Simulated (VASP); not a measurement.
**CoSi2: single point with PBE**

CoSi2:

```
Co Si
1.0
     0.00000    2.56838    2.56838
     2.56838    0.00000    2.56838
     2.56838    2.56838    0.00000
Co Si
1 2
Direct
  0.00000 0.00000 0.00000
  0.25000 0.25000 0.25000
  0.75000 0.75000 0.75000
```

- Program: VASP 6.6.1
- Task: single point
- Functional: PBE
- Potentials or basis: VASP PAW PBE potentials, release 64 (Co, Si)
- Cutoff: 520 eV
- k mesh: 14 × 14 × 14
- Occupations: gaussian, width 0.15 eV
- Spin: collinear spin, ferromagnetic start
- Starting moments: [1.925, 0.0, 0.0] μB
- Fixed moment: 1.925 μB
- Dipole correction: no
- Further INCAR settings: ALGO = Normal; EDIFF = 1e-06; NBANDS = 20

```
Pressure                                              : 45.6 GPa
Net moment                                            : 1.92 μB per cell
Site moments                                          : Co +1.17; Si +0.16 μB
Valence electrons inside the program's atomic spheres : Co 9.17; Si 1.71
```

Wall time 58 s on 1 thread of Intel(R) Xeon(R) 6975P-C (Granite Rapids), with other jobs on the host, peak memory 0.24 GiB.

Caveat: the cell stands under pressure; the total moment is fixed, so each spin has its own Fermi level.
